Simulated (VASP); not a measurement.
Crystal: BN.

```
CELL_PARAMETERS angstrom
2.30596 0.00000 0.00000
-1.15298 2.15498 0.00000
0.00000 0.00000 7.20975
ATOMIC_POSITIONS crystal
B 0.33333 0.66667 0.25000
B 0.66667 0.33333 0.75000
N 0.33333 0.66667 0.75000
N 0.66667 0.33333 0.25000
```

This cell differs from its parent crystal: normal strain along x -0.0733, normal strain along z +0.1100.

* Program: VASP 6.6.1
* Task: relaxation of the atoms
* Functional: LDA
* Potentials or basis: VASP PAW LDA potentials, release 64 (B, N)
* Cutoff: 520 eV
* k mesh: 12 × 12 × 4
* Occupations: gaussian, width 0.05 eV
* Spin: no spin polarisation

At the start: pressure 32.0 GPa; volume 8.96 Å³/atom.

Question: How do energy, volume and symmetry change on relaxing?

Answer: Over 8 steps the energy falls by 12.0 meV/atom; space group Cmcm (No. 63, to 0.05 Å).

Step by step:
```
step  energy change (eV)  largest force (eV/Å)  pressure (GPa)
   1              0.0000                1.5993           32.04
   2              0.9111                8.1180           35.25
   3             -0.0479                0.0163           30.72
   4             -0.0479                0.0217           30.73
   5             -0.0479                0.0203           30.73
   6             -0.0479                0.0168           30.73
   7             -0.0479                0.0149           30.73
   8             -0.0479                0.0085           30.73
```

Final structure:
```cif
data_structure
_symmetry_space_group_name_H-M 'P 1'
_symmetry_Int_Tables_number 1
_cell_length_a 2.3060
_cell_length_b 2.4440
_cell_length_c 7.2098
_cell_angle_alpha 90.000
_cell_angle_beta 90.000
_cell_angle_gamma 118.148
_cell_volume 35.83
loop_
_atom_site_label
_atom_site_type_symbol
_atom_site_fract_x
_atom_site_fract_y
_atom_site_fract_z
_atom_site_occupancy
B1 B 0.33667 0.67334 0.25000 1
B2 B 0.66333 0.32666 0.75000 1
N1 N 0.33684 0.67369 0.75000 1
N2 N 0.66316 0.32631 0.25000 1
```

Caveat: the cell differs from its parent crystal (normal strain along x -0.0733, normal strain along z +0.1100).
